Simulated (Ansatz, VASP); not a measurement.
SiO2: VASP beside Ansatz

```
Si O
1.0
    -2.40529    2.40529    3.79327
     2.40529   -2.40529    3.79327
     2.40529    2.40529   -3.79327
Si O
2 4
Direct
  0.00000 0.00000 0.00000
  0.75000 0.25000 0.50000
  0.99838 0.62500 0.87338
  0.37500 0.24838 0.37338
  0.75162 0.12500 0.12662
  0.87500 0.00162 0.62662
```

Change from the starting cell: volume scaled by 1.04, crystal datasets.

Alike in both runs: task electric field gradients; functional PBEsol; k mesh 7 × 7 × 7; occupations fermi-dirac, width 0.03 eV; no spin polarisation.

```csv
,VASP,Ansatz
version,VASP 6.6.1,Ansatz 0.2.0
potentials or method,"VASP PAW PBE potentials, release 64 (Si, O), cutoff 520 eV","all-electron PAW with datasets made for the crystal, scalar-relativistic"
```

```csv
,VASP,Ansatz,Ansatz less VASP
gap on the k mesh at the Fermi level (eV),5.70,5.72,+0.013
pressure (GPa),-4.6,-5.2,-0.53
"traceless stress, the component that is largest in VASP (GPa)",-1.42,-1.49,-0.070
rms of the force components (eV/Å),0.213,0.228,+0.0147
size of Vzz on the site where it differs most (V/Å²),89.7,90.9,+1.27
```

VASP's potentials were made for PBE, not for PBEsol. Atom by atom the forces differ by 0.015 eV/Å (rms over components). Ansatz ran all-electron here, and VASP with PAW potentials.
